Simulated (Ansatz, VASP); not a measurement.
**Two plane-wave programs on AlN**

The input POSCAR:

```
AlN
1.0
    0.0000000000      2.0345180000      2.0345180000
    2.0345180000      0.0000000000      2.0345180000
    2.0345180000      2.0345180000      0.0000000000
Al N
1 1
Direct
    0.5000000000      0.5000000000      0.5000000000
    0.0000000000      0.0000000000      0.0000000000
```

The input INCAR.step1:

```
PREC = Accurate
ENCUT = 600
EDIFF = 1E-5
ISMEAR = 0
SIGMA = 0.02
LREAL = F
LASPH = T
NELM = 80
ALGO = Normal
LWAVE = T
LCHARG = F
GGA = PE
NBANDS = 11
```

Contents of INCAR.step2:

```
PREC = Accurate
ENCUT = 600
EDIFF = 1E-7
ISMEAR = 0
SIGMA = 0.02
LREAL = F
LASPH = T
NELM = 80
ALGO = Normal
ISIF = 3
LWAVE = F
LCHARG = F
GGA = PE
LHFCALC = T
HFSCREEN = 0.2079
PRECFOCK = Normal
IBRION = 2
NSW = 100
EDIFFG = -0.005
ISTART = 1
```

Contents of KPOINTS:

```
regular mesh
0
Gamma
  6 6 6
```

Input for Ansatz:

```yaml
crystal:
  lattice:
    - [0.0, 2.034518, 2.034518]
    - [2.034518, 0.0, 2.034518]
    - [2.034518, 2.034518, 0.0]
  atoms:
    - { symbol: Al, position: [0.5, 0.5, 0.5] }
    - { symbol: "N", position: [0.0, 0.0, 0.0] }
basis:
  ecutwfc: 420
kpoints:
  mp_grid: { grid: [6, 6, 6] }
hamiltonian:
  xc: hse06
scf:
  occupations: { method: gaussian, width: 0.02 }
output:
  forces: true
  stress: true
  eigenvalues: true
  write_density: true
  write_potential: true
  elf: true
  volumetric_format: npy
relax:
  adjacent_minimum: "off"
  f_tol: 0.005
  max_steps: 80
  cell: { stress_tol: 0.05 }
```

Alike in both runs: task relaxation of cell and atoms; functional HSE06; k mesh 6 × 6 × 6; occupations gaussian, width 0.02 eV; no spin polarisation.

|  | VASP | Ansatz |
| --- | --- | --- |
| version | VASP 6.6.1 | Ansatz 0.2.0 |
| potentials or method | VASP PAW PBE potentials, release 64 (Al, N), cutoff 600 eV | scalar-relativistic, plane waves, PAW |
| valence electrons in the cell | 8 | 8 |

VASP gave:

| Property | Result |
| --- | --- |
| gap on the k mesh at the Fermi level, each at its own relaxed structure (eV) | 6.07 |
| relaxed volume (Å³/atom) | 8.19 |
| relaxed cell length with the largest relative difference (Å) | 2.850 |

Question: Which values does Ansatz return?

Answer: gap on the k mesh at the Fermi level, each at its own relaxed structure (eV): 6.14; relaxed volume (Å³/atom): 8.18; relaxed cell length with the largest relative difference (Å): 2.850.

The k mesh is coarse, so the values compare programs but aren't converged.
